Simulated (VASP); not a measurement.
Wanted: the native input for a VASP 6.6.1 run.

```yaml
Task: single point
Functional: PBE
Potentials_or_basis: VASP PAW PBE potentials, release 64 (Si, Ni, Mo_sv)
Cutoff: 520 eV
k_mesh: 10 × 10 × 10
Occupations: gaussian, width 0.1 eV
Spin: collinear spin, ferromagnetic start
Starting_moments: "[0.0, 0.0, 0.0, 0.0, 2.59] μB"
Dipole_correction: no
Further_INCAR_settings: ALGO = Normal; EDIFF = 1e-06; NBANDS = 30
```

The structure of Si3NiMo lies in POSCAR:

```
Si3NiMo
1.0
    4.3348083093      0.0000000000      0.0000000000
    0.0000000000      4.3348083093      0.0000000000
    0.0000000000      0.0000000000      4.3348083093
Si Ni Mo
3 1 1
Direct
    0.5000000000      0.0000000000      0.0000000000
    0.0000000000      0.5000000000      0.0000000000
    0.0000000000      0.0000000000      0.5000000000
    0.0000000000      0.0000000000      0.0000000000
    0.5000000000      0.5000000000      0.5000000000
```

One way to write it, as run:

INCAR

```
SYSTEM = Si3NiMo
  PREC = Accurate
  ENCUT = 520
  EDIFF = 1E-6
  ISMEAR = 0
  SIGMA = 0.1
  LREAL = .False.
  LASPH = .True.
  NELM = 150
  ALGO = Normal
  ISIF = 2
  LWAVE = .False.
  LCHARG = .True.
  ISPIN = 2
  MAGMOM = 0 0 0 0 2.59
  LORBIT = 11
  LMAXMIX = 4
  GGA = PE
  LELF = .True.
  LVHAR = .True.
  NBANDS = 30
```

KPOINTS

```
regular mesh
0
Gamma
  10 10 10
  0 0 0
```

Potentials or basis: VASP PAW PBE potentials, release 64 (Si, Ni, Mo_sv).

The run is started by

```console
$ cat potpaw_PBE.64/Si/POTCAR potpaw_PBE.64/Ni/POTCAR potpaw_PBE.64/Mo_sv/POTCAR > POTCAR
$ mpirun -np 1 vasp_std > vasp.out
```

It gave:

| Property | Result |
| --- | --- |
| Pressure | 0.0 GPa |
| Net moment | 2.33 μB per cell |
| Site moments | Si -0.02; Ni -0.04; Mo +2.15 μB |
| Valence electrons inside the program's atomic spheres | Si 1.57; Ni 10.07; Mo 12.16 |

It took 4.3 min on 1 thread of Oxide Virtual Turin-like Processor, on a shared host, peak memory 0.31 GiB.
